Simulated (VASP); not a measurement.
A run of VASP 6.6.1:

File INCAR:

```
PREC = Accurate ; ENCUT = 520
EDIFF = 1E-7 ; ISMEAR = 0
SIGMA = 0.01 ; LREAL = F
LASPH = T ; NELM = 80
ALGO = Normal ; ISIF = 2
LWAVE = F ; LCHARG = T
GGA = PE ; LELF = T
LVHAR = T ; NBANDS = 22
```

KPOINTS

```
regular mesh
0
Gamma
  6 6 4
```

Contents of POSCAR:

```
NaCl
1.0
    4.8736919332      0.0000000000      0.0000000000
   -2.4368459666      4.2207410244      0.0000000000
    0.0000000000      0.0000000000      5.7690334458
Na Cl
2 2
Direct
    0.3333333333      0.6666666667     -0.0625106965
    0.6666666667      0.3333333333      0.4374893035
    0.3333333333      0.6666666667      0.4375106965
    0.6666666667      0.3333333333      0.9375106965
```

Potentials or basis: VASP PAW PBE potentials, release 64 (Na_pv, Cl).

Run with:

```bash
$ cat potpaw_PBE.64/Na_pv/POTCAR potpaw_PBE.64/Cl/POTCAR > POTCAR
$ mpirun -np 1 vasp_std > vasp.out
```

Hardware: 1 thread of Intel(R) Xeon(R) 6975P-C (Granite Rapids) (shared host).

**Question.** Estimate the wall time of this run.

**Answer.** Run time: 23 s on 1 thread of Intel(R) Xeon(R) 6975P-C (Granite Rapids), on a shared host, peak memory 0.24 GiB. Counts: scf iterations 15, k points 21.
